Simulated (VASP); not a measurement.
Write the native input for VASP 6.6.1 that does the following.

```
Task                   : single point
Functional             : PBEsol
Dispersion             : D3(BJ)
Potentials or basis    : VASP PAW PBE potentials, release 64 (P)
Cutoff                 : 520 eV
k mesh                 : 12 × 12 × 12
Occupations            : gaussian, width 0.15 eV
Spin                   : no spin polarisation
Dipole correction      : no
Further INCAR settings : ALGO = Normal; EDIFF = 1e-07; NBANDS = 8
```

The structure of P lies in POSCAR:

```
P
1.0
    4.2729048574      0.0000000000      0.0801169661
    0.0000000000      4.2729048574      0.0000000000
    0.0820875000      0.0000000000      4.3780000000
P
1
Direct
    0.0000000000      0.0000000000      0.0000000000
```

This cell differs from its parent crystal: strain +0.0375 x Voigt [0, 0, 0, 0, 1, 0].

These files were run (other wordings do the same):

INCAR

```
PREC = Accurate ; ENCUT = 520
EDIFF = 1E-7 ; ISMEAR = 0
SIGMA = 0.15 ; LREAL = False
LASPH = True ; NELM = 100
ALGO = Normal ; ISIF = 2
LWAVE = False ; LCHARG = False
GGA = PS ; IVDW = 12
NBANDS = 8
```

KPOINTS

```
Automatic mesh
0
Gamma
  12 12 12
```

Potentials or basis: VASP PAW PBE potentials, release 64 (P).

Launch:

```bash
$ cat potpaw_PBE.64/P/POTCAR > POTCAR
$ mpirun -np 1 vasp_std > vasp.out
```

It gave:

| Property | Result |
| --- | --- |
| Pressure | -4.0 GPa |
| Band gap on the k mesh | zero (an odd number of electrons rules out a gap without spin polarisation) |
| Dispersion energy per atom | -0.081 eV |

Caveat: the cell differs from its parent crystal (strain +0.0375 x Voigt [0, 0, 0, 0, 1, 0]); the cell stands under tension; the atoms stand far beyond bonding distance, and open shells without spin polarisation read as a metal; the PAW data sets were made with another functional, which shifts forces and pressure a little.

Wall time 79 s on 1 thread of Intel(R) Xeon(R) 6975P-C (Granite Rapids), on a shared host, peak memory 0.4 GiB.
